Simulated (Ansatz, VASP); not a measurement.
## Two plane-wave programs on ScSb2N3

```
CELL_PARAMETERS angstrom
2.96311 1.71075 3.07011
-2.96311 1.71075 3.07011
0.00000 -3.42151 3.07011
ATOMIC_POSITIONS crystal
Sc 0.00000 0.00000 0.00000
Sb 0.69623 0.69623 0.69623
Sb 0.30377 0.30377 0.30377
N 0.00000 0.00000 0.50000
N 0.50000 0.00000 0.00000
N 0.00000 0.50000 0.00000
```

Change from the starting cell: species swapped into the Pr2SiRh3 type (R-3m, No. 166).

Alike in both runs: functional PBE; k mesh 12 × 12 × 12; occupations gaussian, width 0.1 eV; no spin polarisation.

Ansatz relaxed the structure, and its values are those at the end. VASP's run is a single point on that final structure, the one shown.

|  | VASP | Ansatz |
| --- | --- | --- |
| version | VASP 6.6.1 | Ansatz 0.2.0 |
| potentials or method | VASP PAW PBE potentials, release 64 (Sc_sv, Sb, N), cutoff 520 eV | scalar-relativistic, plane waves, PAW |
| valence electrons in the cell | 36 | 56 |

```csv
,VASP,Ansatz,Ansatz less VASP
gap on the k mesh at the Fermi level (eV),none,none,-
pressure (GPa),0.3,0.0,-0.27
rms of the force components (eV/Å),0.028,0.003,-0.0247
```

A gap of «none» marks a metal or a gap that the smearing closes. VASP's potentials hold 36 valence electrons a cell and Ansatz's 56, so a difference there can come from the potentials and not from the codes.

Neither program's run includes spin-orbit coupling.
